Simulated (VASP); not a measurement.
# InSb3 (Pm-3m) in VASP: notebook

Aim: see how the results for InSb3 move with the level of theory and the settings. Levels: PBE, r2SCAN. Tasks: single point.

All numbers are computed with VASP 6.6.1; they aren't measurements. Logs are shortened: lines on timing, memory, paths and dates and some standing lists are left out, and cuts for length are marked.

## (1) The cell of the first run

Symmetry: Pm-3m, No. 221, cubic system. The conventional cell has a = 4.901 Å, b = 4.901 Å, c = 4.901 Å, α = 90.00°, β = 90.00°, γ = 90.00°. Sb (site symmetry 4/mmm) has 8 Sb at 3.47 Å and 4 In at 3.47 Å within 4.6 Å. In (site symmetry m-3m) has 12 Sb at 3.47 Å within 4.6 Å.

## (2) Single point, PBE

INCAR reads:

```
SYSTEM = InSb3
  PREC = Accurate
  ENCUT = 520
  EDIFF = 1E-6
  ISMEAR = -1
  SIGMA = 0.05
  LREAL = .FALSE.
  LASPH = .TRUE.
  NELM = 80
  ALGO = Normal
  ISIF = 2
  LWAVE = .FALSE.
  LCHARG = .FALSE.
  GGA = PE
  NBANDS = 22
```

KPOINTS reads:

```
Automatic mesh
0
G
  6 6 6
  0 0 0
```

POSCAR reads:

```
InSb3
1.0
    4.9006334225      0.0000000000      0.0000000000
    0.0000000000      4.9006334225      0.0000000000
    0.0000000000      0.0000000000      4.9006334225
Sb In
3 1
Direct
    0.5000000000      0.5000000000      0.0000000000
    0.0000000000      0.5000000000      0.5000000000
    0.5000000000      0.0000000000      0.5000000000
    0.0000000000      0.0000000000      0.0000000000
```

Potentials or basis: VASP PAW PBE potentials, release 64 (Sb, In_d).

Run with:

```bash
> cat potpaw_PBE.64/Sb/POTCAR potpaw_PBE.64/In_d/POTCAR > POTCAR
> mpirun -np 1 vasp_std > vasp.out
```

OUTCAR:

```text
SYSTEM = InSb3
   PREC = Accurate
   ENCUT = 520
   EDIFF = 1E-6
   ISMEAR = -1
   LREAL = .FALSE.
   LASPH = .TRUE.
   NELM = 80
   ISIF = 2
   GGA = PE

 ion  position               nearest neighbor table
   1  0.500  0.500  0.000-   2 3.47   3 3.47   4 3.47   2 3.47   3 3.47   3 3.47   4 3.47   3 3.47
                             2 3.47   4 3.47   2 3.47   4 3.47
   2  0.000  0.500  0.500-   1 3.47   3 3.47   4 3.47   1 3.47   4 3.47   3 3.47   4 3.47   4 3.47
                             1 3.47   3 3.47   1 3.47   3 3.47
   3  0.500  0.000  0.500-   1 3.47   2 3.47   4 3.47   1 3.47   4 3.47   1 3.47   2 3.47   1 3.47
                             2 3.47   4 3.47   4 3.47   2 3.47
   4  0.000  0.000  0.000-   1 3.47   2 3.47   3 3.47   2 3.47   3 3.47   1 3.47   2 3.47   2 3.47
                             1 3.47   3 3.47   3 3.47   1 3.47

  LATTYP: Found a simple cubic cell.
 ALAT       =     4.9006334225

  Lattice vectors:

 A1 = (   4.9006334225,   0.0000000000,   0.0000000000)
 A2 = (   0.0000000000,   4.9006334225,   0.0000000000)
 A3 = (   0.0000000000,   0.0000000000,   4.9006334225)

Analysis of symmetry for initial positions (statically):
=====================================================================
 Subroutine PRICEL returns:
 Original cell was already a primitive cell.

 Routine SETGRP: Setting up the symmetry group for a
 simple cubic supercell.

 Subroutine GETGRP returns: Found 48 space group operations
 (whereof 48 operations were pure point group operations)
 out of a pool of 48 trial point group operations.

The static configuration has the point symmetry O_h .

Analysis of symmetry for dynamics (positions and initial velocities):
=====================================================================
 Subroutine PRICEL returns:
 Original cell was already a primitive cell.

 Routine SETGRP: Setting up the symmetry group for a
 simple cubic supercell.

 Subroutine GETGRP returns: Found 48 space group operations
 (whereof 48 operations were pure point group operations)
 out of a pool of 48 trial point group operations.

The dynamic configuration has the point symmetry O_h .

 Subroutine INISYM returns: Found 48 space group operations
 (whereof 48 operations are pure point group operations),
 and found     1 'primitive' translations

----------------------------------------------------------------------------------------

                                     Primitive cell

  volume of cell :     117.6946

  direct lattice vectors                    reciprocal lattice vectors
     4.900633423  0.000000000  0.000000000     0.204055254  0.000000000  0.000000000
     0.000000000  4.900633423  0.000000000     0.000000000  0.204055254  0.000000000
     0.000000000  0.000000000  4.900633423     0.000000000  0.000000000  0.204055254

  length of vectors
     4.900633423  4.900633423  4.900633423     0.204055254  0.204055254  0.204055254

  position of ions in fractional coordinates (direct lattice)
     0.500000000  0.500000000  0.000000000
     0.000000000  0.500000000  0.500000000
     0.500000000  0.000000000  0.500000000
     0.000000000  0.000000000  0.000000000

  ion indices of the primitive-cell ions
   primitive index   ion index
                 1           1
                 2           2
                 3           3
                 4           4

----------------------------------------------------------------------------------------

 KPOINTS: Automatic mesh

Automatic generation of k-mesh.
 Grid dimensions read from file:
 generate k-points for:    6    6    6

 Generating k-lattice:

  Cartesian coordinates                     Fractional coordinates (reciprocal lattice)
     0.034009209  0.000000000  0.000000000     0.166666667  0.000000000  0.000000000
     0.000000000  0.034009209  0.000000000     0.000000000  0.166666667  0.000000000
     0.000000000  0.000000000  0.034009209     0.000000000  0.000000000  0.166666667

  Length of vectors
     0.034009209  0.034009209  0.034009209

  Shift w.r.t. Gamma in fractional coordinates (k-lattice)
     0.000000000  0.000000000  0.000000000

 Subroutine IBZKPT returns following result:
 ===========================================

 Found     20 irreducible k-points:

 Following reciprocal coordinates:
            Coordinates               Weight
  0.000000  0.000000  0.000000      1.000000
  0.166667  0.000000  0.000000      6.000000
  0.333333  0.000000  0.000000      6.000000
  0.500000  0.000000  0.000000      3.000000
  0.166667  0.166667  0.000000     12.000000
  0.333333  0.166667  0.000000     24.000000
[... 12 lines left out ...]
  0.500000  0.500000  0.333333      6.000000
  0.500000  0.500000  0.500000      1.000000
   k-points           NKPTS =     20   k-points in BZ     NKDIM =     20   number of bands    NBANDS=     22
   number of dos      NEDOS =    301   number of ions     NIONS =      4
   total plane-waves  NPLWV =  46656
   dimension x,y,z NGX =    36 NGY =   36 NGZ =   36
   dimension x,y,z NGXF=    72 NGYF=   72 NGZF=   72
   ions per type =               3   1
   NGX,Y,Z   is equivalent  to a cutoff of  12.21, 12.21, 12.21 a.u.
   NGXF,Y,Z  is equivalent  to a cutoff of  24.42, 24.42, 24.42 a.u.
 SYSTEM =  InSb3
   PREC   = accura    normal or accurate (medium, high low for compatibility)
   ISTART =      0    job   : 0-new  1-cont  2-samecut
   ICHARG =      2    charge: 1-file 2-atom 10-const
   ISPIN  =      1    spin polarized calculation?
   LNONCOLLINEAR =      F non collinear calculations
   LSORBIT =      F    spin-orbit coupling
   LASPH  =      T    aspherical Exc in radial PAW
   ENCUT  =  520.0 eV  38.22 Ry    6.18 a.u.   9.11  9.11  9.11*2*pi/ulx,y,z
   NELM   =     80;   NELMIN=  2; NELMDL= -5     # of ELM steps
   EDIFF  = 0.1E-05   stopping-criterion for ELM
   LREAL  =      F    real-space projection
   EDIFFG = 0.1E-04   stopping-criterion for IOM
   NSW    =      0    number of steps for IOM
   IBRION =     -1    ionic relax: 0-MD 1-quasi-New 2-CG
   NFREE  =      0    steps in history (QN), initial steepest desc. (CG)
   ISIF   =      2    stress and relaxation
   ISYM   =      2    0-nonsym 1-usesym 2-fastsym
   POTIM  = 0.5000    time-step for ionic-motion
   TEBEG  =    0.0;   TEEND  =   0.0 temperature during run
   PSTRESS=    0.0 pullay stress
   NELECT =      28.0000    total number of electrons
   NUPDOWN=      -1.0000    fix difference up-down
   EMIN   =  10.00;   EMAX   =-10.00  energy-range for DOS
   EFERMI =   0.00;   METHOD = LEGACY
   ISMEAR =    -1;   SIGMA  =   0.05  broadening in eV -4-tet -1-fermi 0-gaus
   EFERMI_NEDOS =   21; number of points for ismear=-14 and -15
   IALGO  =     38    algorithm
   IMIX   =      4    mixing-type and parameters
     AMIX     =   0.40;   BMIX     =  1.00
     AMIX_MAG =   1.60;   BMIX_MAG =  1.00
  volume/ion in A,a.u.               =      29.42       198.56
  Fermi-wavevector in a.u.,A,eV,Ry     =   1.014399  1.916935 14.000455  1.029004
  Thomas-Fermi vector in A             =   2.147624
   LORBIT       =      0    0 simple, 1 ext, 2 COOP (PROOUT), +10 PAW based schemes
   GGA     = PE    functional components
   LHFCALC =     F    Hartree Fock is set to
   AEXX    =    0.0000 exact exchange contribution
   IVDW    =     0    specifies the selected vdW correction
   LEPSILON=     F    determine dielectric tensor
   LRPA    =     F    only Hartree local field effects (RPA)
 non-spin polarized calculation
  energy-cutoff  :      520.00
  volume of cell :      117.69
 maximum number of plane-waves:      3191
   NGX = 19   NGY = 19   NGZ = 19

 number of electron      27.9999985 magnetization

 Free energy of the ion-electron system (eV)
  ---------------------------------------------------
  ext. energy  EPLUGINS =         0.00000000
  ---------------------------------------------------
  free energy    TOTEN  =       -14.20054455 eV

  energy without entropy =      -14.17714978  energy(sigma->0) =      -14.18884716

 E-fermi :   7.1638     XC(G=0):  -9.8045

 val. band max:        7.1602084870   @ k =   0.5000   0.3333   0.0000
 cond. band min:       7.2161664601   @ k =   0.5000   0.3333   0.0000
 fundamental gap:      0.0559579731
 Fermi energy:         7.1638404752

 k-point     1 :       0.0000    0.0000    0.0000
  band No.  band energies     occupation
      1      -7.3413      2.00000
      2      -7.3413      2.00000
      3      -7.3291      2.00000
      4      -7.3291      2.00000
      5      -7.3291      2.00000
      6      -4.6284      2.00000
[... 14 lines left out ...]
     21      11.9560      0.00000
     22      12.2939      0.00000

 k-point     2 :       0.1667    0.0000    0.0000
  band No.  band energies     occupation
      1      -7.3403      2.00000
      2      -7.3382      2.00000
      3      -7.3312      2.00000
      4      -7.3312      2.00000
      5      -7.3291      2.00000
      6      -4.4708      2.00000
[... 14 lines left out ...]
     21      12.5274      0.00000
     22      12.6780      0.00000

 k-point     3 :       0.3333    0.0000    0.0000
  band No.  band energies     occupation
      1      -7.3382      2.00000
      2      -7.3354      2.00000
      3      -7.3354      2.00000
      4      -7.3320      2.00000
      5      -7.3290      2.00000
      6      -4.0175      2.00000
[... 14 lines left out ...]
     21      11.6191      0.00000
     22      12.8138      0.00000

 k-point     4 :       0.5000    0.0000    0.0000
  band No.  band energies     occupation
      1      -7.3375      2.00000
      2      -7.3375      2.00000
      3      -7.3371      2.00000
      4      -7.3289      2.00000
      5      -7.3289      2.00000
      6      -3.5406      2.00000
[... 14 lines left out ...]
     21      11.0178      0.00000
     22      13.1766      0.00000

 k-point     5 :       0.1667    0.1667    0.0000
  band No.  band energies     occupation
      1      -7.3384      2.00000
      2      -7.3359      2.00000
      3      -7.3339      2.00000
      4      -7.3313      2.00000
      5      -7.3310      2.00000
      6      -4.3136      2.00000
[... 14 lines left out ...]
     21      12.3188      0.00000
     22      12.7381      0.00000

 k-point     6 :       0.3333    0.1667    0.0000
  band No.  band energies     occupation
      1      -7.3396      2.00000
      2      -7.3358      2.00000
      3      -7.3352      2.00000
      4      -7.3309      2.00000
      5      -7.3298      2.00000
      6      -3.8617      2.00000
[... 14 lines left out ...]
     21      12.4329      0.00000
     22      13.5933      0.00000

 k-point     7 :       0.5000    0.1667    0.0000
  band No.  band energies     occupation
      1      -7.3422      2.00000
      2      -7.3373      2.00000
      3      -7.3349      2.00000
      4      -7.3308      2.00000
      5      -7.3267      2.00000
      6      -3.3825      2.00000
[... 224 lines left out ...]
      6      -2.1225      2.00000
[... 14 lines left out ...]
     21      12.3255      0.00000
     22      14.5987      0.00000

 k-point    17 :       0.3333    0.3333    0.3333
  band No.  band energies     occupation
      1      -7.3469      2.00000
      2      -7.3455      2.00000
      3      -7.3455      2.00000
      4      -7.3224      2.00000
      5      -7.3224      2.00000
      6      -2.8559      2.00000
[... 14 lines left out ...]
     21      12.5688      0.00000
     22      13.8785      0.00000

 k-point    18 :       0.5000    0.3333    0.3333
  band No.  band energies     occupation
      1      -7.3501      2.00000
      2      -7.3490      2.00000
      3      -7.3455      2.00000
      4      -7.3219      2.00000
      5      -7.3189      2.00000
      6      -2.4016      2.00000
[... 14 lines left out ...]
     21      12.5240      0.00000
     22      14.7099      0.00000

 k-point    19 :       0.5000    0.5000    0.3333
  band No.  band energies     occupation
      1      -7.3537      2.00000
      2      -7.3490      2.00000
      3      -7.3490      2.00000
      4      -7.3200      2.00000
      5      -7.3168      2.00000
      6      -1.8933      2.00000
[... 14 lines left out ...]
     21      12.7588      0.00000
     22      15.1213      0.00000

 k-point    20 :       0.5000    0.5000    0.5000
  band No.  band energies     occupation
      1      -7.3530      2.00000
      2      -7.3530      2.00000
      3      -7.3530      2.00000
      4      -7.3165      2.00000
      5      -7.3165      2.00000
      6      -1.7547      2.00000
[... 14 lines left out ...]
     21      13.2178      0.00000
     22      15.1298      0.00000

------------------------ aborting loop because EDIFF is reached ----------------------------------------

  FORCE on cell =-STRESS in cart. coord.  units (eV):
  Direction    XX          YY          ZZ          XY          YZ          ZX
  --------------------------------------------------------------------------------------
  -------------------------------------------------------------------------------------
  Total       -1.8333776     -1.8333776     -1.8333776     -0.0000000     -0.0000000     -0.0000000
  in kB      -24.9577741    -24.9577741    -24.9577741     -0.0000000     -0.0000000     -0.0000000
  external PRESSURE =     -24.9577741 kB  Pullay stress =       0.0000000 kB

 VOLUME and BASIS-vectors are now :
 -----------------------------------------------------------------------------
  energy-cutoff  :      520.00
  volume of cell :      117.69
      direct lattice vectors                 reciprocal lattice vectors
     4.900633423  0.000000000  0.000000000     0.204055254  0.000000000  0.000000000
     0.000000000  4.900633423  0.000000000     0.000000000  0.204055254  0.000000000
     0.000000000  0.000000000  4.900633423     0.000000000  0.000000000  0.204055254

 POSITION                                       TOTAL-FORCE (eV/Angst)
 -----------------------------------------------------------------------------------
      2.45032      2.45032      0.00000         0.000000      0.000000      0.000000
      0.00000      2.45032      2.45032         0.000000      0.000000      0.000000
      2.45032      0.00000      2.45032         0.000000      0.000000      0.000000
      0.00000      0.00000      0.00000         0.000000      0.000000      0.000000
 -----------------------------------------------------------------------------------
    total drift:                                0.000000     -0.000000     -0.000000

  FREE ENERGIE OF THE ION-ELECTRON SYSTEM (eV)
  ---------------------------------------------------
  free  energy   TOTEN  =       -14.2005445508 eV

  energy  without entropy=      -14.1771497751  energy(sigma->0) =      -14.18884716
```

Wall time 19 s (1 thread of Intel Xeon 6975P-C (Granite Rapids), shared host); peak memory 0.22 GiB.

Results:

| Item | Value |
| --- | --- |
| Free energy | -14.2005 eV |
| Pressure | -2.5 GPa |
| Band gap on the k mesh | zero (band 14 reaches 10.38 eV, above the bottom of band 15 at 6.11 eV) |

Levels at points of the mesh, in eV from the Fermi level:
| k point | band 11 | band 12 | band 13 | band 14 | band 15 | band 16 | band 17 | band 18 |
| --- | --- | --- | --- | --- | --- | --- | --- | --- |
| (0.00, 0.00, 0.00) | -4.03 | -3.60 | 0.38 | 0.38 | 0.38 | 1.65 | 1.65 | 1.65 |
| (0.50, 0.00, 0.00) | -2.74 | -1.96 | -1.96 | -1.03 | -0.77 | 1.69 | 1.99 | 1.99 |
| (0.50, 0.50, 0.00) | -1.63 | -1.63 | -1.25 | -1.06 | -1.06 | -0.56 | 1.11 | 3.01 |
| (0.50, 0.50, 0.50) | -4.67 | -4.67 | -4.67 | 3.21 | 3.21 | 3.26 | 3.26 | 3.26 |

Caveat: spin-orbit coupling is left out, which moves the levels of the heavy elements.

[end of part 1 of 2]
